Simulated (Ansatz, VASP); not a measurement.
CsI: VASP beside Ansatz

Contents of INCAR:

```
PREC = Accurate
ENCUT = 500
EDIFF = 1E-6
ISMEAR = -1
SIGMA = 0.01
LREAL = F
LASPH = T
NELM = 120
ALGO = Normal
ISIF = 2
LWAVE = F
LCHARG = F
GGA = CA
NBANDS = 15
GGA_COMPAT = F
```

The input KPOINTS:

```
regular mesh
0
Gamma
  7 7 7
```

Contents of POSCAR:

```
CsI
1.0
    4.5514266418      0.0000000000      0.0000000000
    0.0000000000      4.5514266418      0.0000000000
    0.0000000000      0.0000000000      4.5514266418
Cs I
1 1
Direct
    0.0000000000      0.0000000000      0.0000000000
    0.5000000000      0.5000000000      0.5000000000
```

Input for Ansatz:

```yaml
crystal:
  lattice:
    - [4.5514266418, 0.0, 0.0]
    - [0.0, 4.5514266418, 0.0]
    - [0.0, 0.0, 4.5514266418]
  atoms:
    - { symbol: Cs, position: [0.0, 0.0, 0.0] }
    - { symbol: I, position: [0.5, 0.5, 0.5] }
kpoints:
  mp_grid: { grid: [7, 7, 7] }
  band_path:
    path:
      - [0.0, 0.0, 0.0]
      - [0.0, 0.5, 0.0]
      - [0.5, 0.5, 0.0]
      - [0.0, 0.0, 0.0]
      - [0.5, 0.5, 0.5]
      - [0.0, 0.5, 0.0]
      - [0.5, 0.5, 0.5]
      - [0.5, 0.5, 0.0]
    npoints: 5
scf:
  occupations: { method: fermi_dirac, width: 0.01 }
hamiltonian:
  xc: lda
  pseudopotentials: { kind: all_electron, lapw: { basis_error: 0.00025 } }
output:
  forces: true
  stress: true
  eigenvalues: true
```

Change from the starting cell: volume scaled by 0.99.

Alike in both runs: task single point; functional LDA; k mesh 7 × 7 × 7; occupations fermi-dirac, width 0.01 eV; no spin polarisation.

|  | VASP | Ansatz |
| --- | --- | --- |
| version | VASP 6.6.1 | Ansatz 0.2.0 |
| potentials or method | VASP PAW LDA potentials, release 64 (Cs_sv, I), cutoff 500 eV | all-electron LAPW, scalar-relativistic |

|  | VASP | Ansatz | Ansatz less VASP |
| --- | --- | --- | --- |
| gap on the k mesh at the Fermi level (eV) | 3.60 | 3.59 | -0.009 |
| pressure (GPa) | -1.3 | -1.3 | -0.04 |

LDA's correlation is that of Perdew and Zunger in VASP and of Perdew and Wang (1992) in Ansatz. Ansatz ran all-electron here, and VASP with PAW potentials.

Neither program's run includes spin-orbit coupling.
